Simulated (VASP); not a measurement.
Set up this calculation in VASP 6.6.1, as the native input.

```yaml
Task: single point
Functional: HSE06
Potentials_or_basis: VASP PAW PBE potentials, release 64 (Ir_sv_GW)
Cutoff: 420 eV
k_mesh: 8 × 8 × 8
Occupations: fermi-dirac, width 0.05 eV
Spin: no spin polarisation
Dipole_correction: no
Grid_for_exact_exchange_PRECFOCK: Normal
Further_INCAR_settings: ALGO = Normal; EDIFF = 1e-06; NBANDS = 14
Share_of_exact_exchange: 0.25
Screening_parameter: 0.2079 1/Å
```

The system is Ir.

```
Ir
1.0
     0.00000    1.87650    1.87650
     1.87650    0.00000    1.87650
     1.87650    1.87650    0.00000
Ir
1
Direct
  0.00000 0.00000 0.00000
```

One way to write it, as run:

POSCAR

```
Ir
1.0
    0.0000000000      1.8764951499      1.8764951499
    1.8764951499      0.0000000000      1.8764951499
    1.8764951499      1.8764951499      0.0000000000
Ir
1
Direct
    0.0000000000      0.0000000000      0.0000000000
```

INCAR.step1

```
SYSTEM = Ir
PREC = Accurate
ENCUT = 420
EDIFF = 1E-5
ISMEAR = -1
SIGMA = 0.05
LREAL = .FALSE.
LASPH = .TRUE.
NELM = 120
ALGO = Normal
ISIF = 2
LWAVE = .TRUE.
NBANDS = 14
GGA = PE
GGA_COMPAT = .FALSE.
```

INCAR.step2

```
SYSTEM = Ir
PREC = Accurate
ENCUT = 420
EDIFF = 1E-6
ISMEAR = -1
SIGMA = 0.05
LREAL = .FALSE.
LASPH = .TRUE.
NELM = 120
ALGO = Normal
ISIF = 2
LWAVE = .FALSE.
LCHARG = .TRUE.
GGA = PE
LHFCALC = .TRUE.
HFSCREEN = 0.2079
PRECFOCK = Normal
LELF = .TRUE.
LVHAR = .TRUE.
NBANDS = 14
ISTART = 1
GGA_COMPAT = .FALSE.
```

KPOINTS

```
regular mesh
0
G
  8 8 8
  0 0 0
```

Potentials or basis: VASP PAW PBE potentials, release 64 (Ir_sv_GW).

Launch:

```sh
$ cat potpaw_PBE.64/Ir_sv_GW/POTCAR > POTCAR
$ cp INCAR.step1 INCAR
$ mpirun -np 1 vasp_std > vasp.out
$ cp INCAR.step2 INCAR
$ mpirun -np 1 vasp_std > vasp.out
```

Results of the run:

- Pressure: 25.8 GPa
- Band gap on the k mesh: zero (an odd number of electrons rules out a gap without spin polarisation)

Caveat: the k points lie up to 0.36 Å⁻¹ apart, too coarse for converged energies and pressures of a metal; the PAW data sets were made with another functional, which shifts forces and pressure a little; spin-orbit coupling is left out, which moves the levels of the heavy elements.

Run time: 49 min on 1 thread of Intel(R) Xeon(R) Platinum 8259CL CPU @ 2.50GHz (Skylake/Cascade Lake), on a shared host, peak memory 0.23 GiB.
